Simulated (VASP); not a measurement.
# Rh (P6_3/mmc) in VASP: a series of runs

Rh is run at these levels: PBEsol; tasks: relaxation of cell and atoms.

All numbers are computed with VASP 6.6.1; they aren't measurements. Logs are shortened: lines on timing, memory, paths and dates and some standing lists are left out, and cuts for length are marked.

**1. The cell of the first run**

Symmetry: P6_3/mmc, No. 194, hexagonal system. Conventional cell: a = 2.687 Å, b = 2.687 Å, c = 4.334 Å, α = 90.00°, β = 90.00°, γ = 120.00°. Rh (site symmetry -6m2) has 12 Rh at 2.67 to 2.69 Å within 3.5 Å.

This isn't the form of Rh at room conditions, which is fcc.

**2. Relaxation of cell and atoms, PBEsol**

File INCAR:

```
PREC = Accurate
ENCUT = 600
EDIFF = 1E-6
ISMEAR = 0
SIGMA = 0.05
LREAL = F
LASPH = T
NELM = 100
ALGO = Normal
ISIF = 3
LWAVE = F
LCHARG = F
GGA = PS
IBRION = 2
NSW = 80
EDIFFG = -0.03
```

File KPOINTS:

```
Automatic mesh
0
Gamma
  20 20 11
```

File POSCAR:

```
Rh
1.0
    2.6869831542      0.0000000000      0.0000000000
   -1.3434915771      2.3269956711      0.0000000000
    0.0000000000      0.0000000000      4.3340012960
Rh
2
Direct
    0.3333333333      0.6666666667      0.2500000000
    0.6666666667      0.3333333333      0.7500000000
```

Potentials or basis: VASP PAW PBE potentials, release 64 (Rh_pv).

On the command line:

```bash
$ cat potpaw_PBE.64/Rh_pv/POTCAR > POTCAR
$ mpirun -np 1 vasp_std > vasp.out
```

OUTCAR:

```text
PREC = Accurate
   ENCUT = 600
   EDIFF = 1E-6
   ISMEAR = 0
   LREAL = F
   LASPH = T
   NELM = 100
   ISIF = 3
   GGA = PS
   IBRION = 2
   NSW = 80
   EDIFFG = -0.03

 ion  position               nearest neighbor table
   1  0.333  0.667  0.250-   2 2.67   2 2.67   2 2.67   2 2.67   2 2.67   2 2.67
   2  0.667  0.333  0.750-   1 2.67   1 2.67   1 2.67   1 2.67   1 2.67   1 2.67

  LATTYP: Found a hexagonal cell.
 ALAT       =     2.6869831542
 C/A-ratio  =     1.6129618413

  Lattice vectors:

 A1 = (   2.6869831542,   0.0000000000,   0.0000000000)
 A2 = (  -1.3434915771,   2.3269956711,   0.0000000000)
 A3 = (   0.0000000000,   0.0000000000,   4.3340012960)

Analysis of symmetry for initial positions (statically):
=====================================================================
 Subroutine PRICEL returns:
 Original cell was already a primitive cell.

 Routine SETGRP: Setting up the symmetry group for a
 hexagonal supercell.

 Subroutine GETGRP returns: Found 24 space group operations
 (whereof 12 operations were pure point group operations)
 out of a pool of 24 trial point group operations.

The static configuration has the point symmetry D_3d.
 The point group associated with its full space group is D_6h.

Analysis of symmetry for dynamics (positions and initial velocities):
=====================================================================
 Subroutine PRICEL returns:
 Original cell was already a primitive cell.

 Routine SETGRP: Setting up the symmetry group for a
 hexagonal supercell.

 Subroutine GETGRP returns: Found 24 space group operations
 (whereof 12 operations were pure point group operations)
 out of a pool of 24 trial point group operations.

The dynamic configuration has the point symmetry D_3d.
 The point group associated with its full space group is D_6h.

 Subroutine INISYM returns: Found 24 space group operations
 (whereof 12 operations are pure point group operations),
 and found     1 'primitive' translations

----------------------------------------------------------------------------------------

                                     Primitive cell

  volume of cell :      27.0988

  direct lattice vectors                    reciprocal lattice vectors
     2.686983154  0.000000000  0.000000000     0.372164596  0.214869330  0.000000000
    -1.343491577  2.326995671  0.000000000     0.000000000  0.429738659  0.000000000
     0.000000000  0.000000000  4.334001296     0.000000000  0.000000000  0.230733664
[... 84 lines left out ...]
   EDIFF  = 0.1E-05   stopping-criterion for ELM
   LREAL  =      F    real-space projection
   EDIFFG = -.3E-01   stopping-criterion for IOM
   NSW    =     80    number of steps for IOM
   IBRION =      2    ionic relax: 0-MD 1-quasi-New 2-CG
   NFREE  =      1    steps in history (QN), initial steepest desc. (CG)
   ISIF   =      3    stress and relaxation
   ISYM   =      2    0-nonsym 1-usesym 2-fastsym
   POTIM  = 0.5000    time-step for ionic-motion
   TEBEG  =    0.0;   TEEND  =   0.0 temperature during run
   PSTRESS=    0.0 pullay stress
   NELECT =      30.0000    total number of electrons
   NUPDOWN=      -1.0000    fix difference up-down
   EMIN   =  10.00;   EMAX   =-10.00  energy-range for DOS
   EFERMI =   0.00;   METHOD = LEGACY
   ISMEAR =     0;   SIGMA  =   0.05  broadening in eV -4-tet -1-fermi 0-gaus
   EFERMI_NEDOS =   21; number of points for ismear=-14 and -15
   IALGO  =     38    algorithm
   IMIX   =      4    mixing-type and parameters
     AMIX     =   0.40;   BMIX     =  1.00
     AMIX_MAG =   1.60;   BMIX_MAG =  1.00
  volume/ion in A,a.u.               =      13.55        91.44
  Fermi-wavevector in a.u.,A,eV,Ry     =   1.693553  3.200351 39.023155  2.868121
  Thomas-Fermi vector in A             =   2.774938
   LORBIT       =      0    0 simple, 1 ext, 2 COOP (PROOUT), +10 PAW based schemes
   GGA     = PS    functional components
   LHFCALC =     F    Hartree Fock is set to
   AEXX    =    0.0000 exact exchange contribution
   IVDW    =     0    specifies the selected vdW correction
   LEPSILON=     F    determine dielectric tensor
   LRPA    =     F    only Hartree local field effects (RPA)
 conjugate gradient relaxation of ions
 non-spin polarized calculation
 Gauss-broadening in eV      SIGMA  =   0.05
  energy-cutoff  :      600.00
  volume of cell :       27.10
 maximum number of plane-waves:       941
 NGX is ok and might be reduce to    24
   NGX = 11   NGY = 11   NGZ = 17

 number of electron      30.0000002 magnetization

 Free energy of the ion-electron system (eV)
  ---------------------------------------------------
  ext. energy  EPLUGINS =         0.00000000
  ---------------------------------------------------
  free energy    TOTEN  =       -16.19621063 eV

  energy without entropy =      -16.19236513  energy(sigma->0) =      -16.19428788

 E-fermi :  12.1234     XC(G=0): -14.3104

 val. band max:       12.1205531676   @ k =   0.3500   0.3000   0.2727
 cond. band min:      12.1241327265   @ k =   0.4000   0.2000   0.2727
 fundamental gap:      0.0035795589
 Fermi energy:        12.1234020082

 k-point     1 :       0.0000    0.0000    0.0000
  band No.  band energies     occupation
      1     -35.1195      2.00000
      2     -34.4266      2.00000
      3     -34.4266      2.00000
      4     -34.3212      2.00000
      5     -34.3120      2.00000
      6     -34.3120      2.00000
[... 505 lines left out ...]
      6     -34.4051      2.00000
[... 11 lines left out ...]
     18      20.0151      0.00000
     19      20.8769      0.00000

 [... further k-points ...]

------------------------ aborting loop because EDIFF is reached ----------------------------------------

  FORCE on cell =-STRESS in cart. coord.  units (eV):
  Direction    XX          YY          ZZ          XY          YZ          ZX
  --------------------------------------------------------------------------------------
  -------------------------------------------------------------------------------------
  Total       -0.0314856     -0.0314856     -0.0289266     -0.0000000      0.0000000     -0.0000000
  in kB       -1.8615432     -1.8615432     -1.7102457     -0.0000000      0.0000000     -0.0000000
  external PRESSURE =      -1.8111107 kB  Pullay stress =       0.0000000 kB

 VOLUME and BASIS-vectors are now :
 -----------------------------------------------------------------------------
  energy-cutoff  :      600.00
  volume of cell :       27.10
      direct lattice vectors                 reciprocal lattice vectors
     2.686983154  0.000000000  0.000000000     0.372164596  0.214869330  0.000000000
    -1.343491577  2.326995671  0.000000000     0.000000000  0.429738659  0.000000000
     0.000000000  0.000000000  4.334001296     0.000000000  0.000000000  0.230733664

 POSITION                                       TOTAL-FORCE (eV/Angst)
 -----------------------------------------------------------------------------------
     -0.00000      1.55133      1.08350         0.000000      0.000000      0.000000
      1.34349      0.77567      3.25050        -0.000000      0.000000      0.000000
 -----------------------------------------------------------------------------------
    total drift:                               -0.000000      0.000000     -0.000000

  FREE ENERGIE OF THE ION-ELECTRON SYSTEM (eV)
  ---------------------------------------------------
  free  energy   TOTEN  =       -16.1962106257 eV

  energy  without entropy=      -16.1923651260  energy(sigma->0) =      -16.19428788

 reached required accuracy - stopping structural energy minimisation
```

Run time: 2.8 min. Hardware: 1 thread of AMD EPYC 7R13, shared host; peak memory 0.23 GiB.

Results:

```yaml
Free_energy: -16.1962 eV
Pressure_after_relaxing: -0.2 GPa
Band_gap_on_the_k_mesh: zero (bands 15 and 16 overlap by 2.41 eV)
```

Final structure:
```yaml
crystal:
  lattice:
    - [2.68698, 0.00000, 0.00000]
    - [-1.34349, 2.32700, 0.00000]
    - [0.00000, 0.00000, 4.33400]
  atoms:
    - { symbol: Rh, position: [0.33333, 0.66667, 0.25000] }
    - { symbol: Rh, position: [0.66667, 0.33333, 0.75000] }
```

Levels at points of the mesh, in eV from the Fermi level:
| k point | band 12 | band 13 | band 14 | band 15 | band 16 | band 17 | band 18 | band 19 |
| --- | --- | --- | --- | --- | --- | --- | --- | --- |
| (0.00, 0.00, 0.00) | -2.58 | -2.58 | -1.98 | -1.98 | 0.14 | 0.14 | 0.65 | 8.76 |
| (0.50, 0.00, 0.00) | -2.30 | -2.26 | 0.43 | 0.67 | 0.75 | 3.05 | 5.17 | 10.39 |

Caveat: the relaxation stopped at its first step, so nothing moved; the PAW data sets were made with another functional, which shifts forces and pressure a little.

**3. Relaxation of cell and atoms, PBEsol**

This run uses another cell than the first one, of 13.61 Å³/atom.

File INCAR:

```
  PREC = Accurate
  ENCUT = 600
  EDIFF = 1E-6
  ISMEAR = 0
  SIGMA = 0.05
  LREAL = F
  LASPH = T
  NELM = 60
  ALGO = Normal
  ISIF = 3
  LWAVE = F
  LCHARG = F
  GGA = PS
  IBRION = 2
  NSW = 80
  EDIFFG = -0.03
```

File KPOINTS:

```
regular mesh
0
Gamma
  20 20 11
```

File POSCAR:

```
Rh
1.0
    2.6800000000      0.0000000000      0.0000000000
   -1.3400000000      2.3209480821      0.0000000000
    0.0000000000      0.0000000000      4.3764400000
Rh
2
Direct
    0.3333333333      0.6666666667      0.2500000000
    0.6666666667      0.3333333333      0.7500000000
```

Potentials or basis: VASP PAW PBE potentials, release 64 (Rh_pv).

On the command line:

```bash
$ cat potpaw_PBE.64/Rh_pv/POTCAR > POTCAR
$ mpirun -np 1 vasp_std > vasp.out
```

Wall time 10 min (1 thread of AMD EPYC 7R13, shared host); peak memory 0.24 GiB.

It converged, with:

```
Free energy                           : -16.1964 eV
Relaxed volume                        : 13.54 Å³/atom
Relaxed cell                          : a = 2.686 Å, b = 2.686 Å, c = 4.333 Å, α = 90.00°, β = 90.00°, γ = 120.00°
Space group after relaxing (to 0.1 Å) : P6_3/mmc (No. 194)
Energy gained by relaxing             : 1.6 meV/atom
Ionic steps                           : 5
Pressure after relaxing               : 0.0 GPa
Band gap on the k mesh                : zero (bands 15 and 16 overlap by 2.42 eV)
```

Step by step:
```tsv
step	energy change (eV)	largest force (eV/Å)	pressure (GPa)	volume (Å³)
1	0.0000	0.0000	-1.52	27.22
2	0.0016	0.0000	4.19	26.72
3	-0.0025	0.0000	0.96	27.00
4	-0.0028	0.0000	-0.58	27.14
5	-0.0033	0.0000	0.00	27.08
```

Final structure:
```
Rh
1.0
     2.68630    0.00000    0.00000
    -1.34315    2.32640    0.00000
     0.00000    0.00000    4.33291
Rh
2
Cartesian
  0.0000 1.5509 1.0832
  1.3431 0.7755 3.2497
```

Levels at points of the mesh, in eV from the Fermi level:
| k point | band 11 | band 12 | band 13 | band 14 | band 15 | band 16 | band 17 | band 18 | band 19 |
| --- | --- | --- | --- | --- | --- | --- | --- | --- | --- |
| (0.00, 0.00, 0.00) | -3.13 | -2.58 | -2.58 | -1.99 | -1.99 | 0.14 | 0.14 | 0.65 | 8.77 |
| (0.50, 0.00, 0.00) | -2.78 | -2.30 | -2.27 | 0.43 | 0.67 | 0.75 | 3.05 | 5.18 | 10.39 |

Caveat: the PAW data sets were made with another functional, which shifts forces and pressure a little.
